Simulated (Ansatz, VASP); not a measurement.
MgO in VASP and in Ansatz

Contents of INCAR:

```
SYSTEM = MgO
PREC = Accurate ; ENCUT = 520
EDIFF = 1E-6 ; ISMEAR = 0
SIGMA = 0.05 ; LREAL = .False.
LASPH = .True. ; NELM = 80
ALGO = Normal ; ISIF = 2
LWAVE = .False. ; LCHARG = .False.
GGA = PE ; NBANDS = 26
```

Contents of KPOINTS:

```
Automatic mesh
0
Gamma
  6 6 6
  0 0 0
```

Contents of POSCAR:

```
MgO
1.0
    4.2703000000      0.0000000000      0.0000000000
    0.0000000000     -4.2703000000      0.0000000000
    0.0000000000      0.0000000000     -4.2703000000
Mg O
4 4
Direct
    0.0264939430      0.4735060570      0.5000000000
    0.5000000000      0.0000000000      0.5000000000
    0.5000000000      0.5000000000      0.0000000000
    0.0000000000      0.0000000000      0.0000000000
    0.5000000000      0.0000000000      0.0000000000
    0.0000000000      0.5000000000      0.0000000000
    0.0000000000      0.0000000000      0.5000000000
    0.5000000000      0.5000000000      0.5000000000
```

Input for Ansatz:

```yaml
crystal:
  lattice:
    - [4.2703, 0.0, 0.0]
    - [0.0, -4.2703, 0.0]
    - [0.0, 0.0, -4.2703]
  atoms:
    - { symbol: Mg, position: [0.026493943, 0.473506057, 0.5] }
    - { symbol: Mg, position: [0.5, 0.0, 0.5] }
    - { symbol: Mg, position: [0.5, 0.5, 0.0] }
    - { symbol: Mg, position: [0.0, 0.0, 0.0] }
    - { symbol: O, position: [0.5, 0.0, 0.0] }
    - { symbol: O, position: [0.0, 0.5, 0.0] }
    - { symbol: O, position: [0.0, 0.0, 0.5] }
    - { symbol: O, position: [0.5, 0.5, 0.5] }
basis:
  ecutwfc: 420
kpoints:
  mp_grid: { grid: [6, 6, 6] }
hamiltonian:
  xc: pbe
scf:
  occupations: { method: gaussian, width: 0.05 }
output:
  forces: true
  stress: true
  eigenvalues: true
```

Alike in both runs: task single point; functional PBE; k mesh 6 × 6 × 6; occupations gaussian, width 0.05 eV; no spin polarisation.

```csv
,VASP,Ansatz
version,VASP 6.6.1,Ansatz 0.2.0
potentials or method,"VASP PAW PBE potentials, release 64 (Mg, O), cutoff 520 eV","scalar-relativistic, plane waves, PAW"
valence electrons in the cell,32,64
```

Ansatz gave:

```
gap on the k mesh at the Fermi level (eV)                     : 4.35
least direct gap on the mesh (eV)                             : 4.35
pressure (GPa)                                                : -1.0
traceless stress, the component that is largest in VASP (GPa) : -0.60
rms of the force components (eV/Å)                            : 0.323
```

Task: What did VASP give for the same quantities?

Result: gap on the k mesh at the Fermi level (eV): 4.33; least direct gap on the mesh (eV): 4.33; pressure (GPa): -1.8; traceless stress, the component that is largest in VASP (GPa): -0.61; rms of the force components (eV/Å): 0.326.

Atom by atom the forces differ by 0.003 eV/Å (rms over components). VASP's potentials hold 32 valence electrons a cell and Ansatz's 64, so a difference there can come from the potentials and not from the codes.
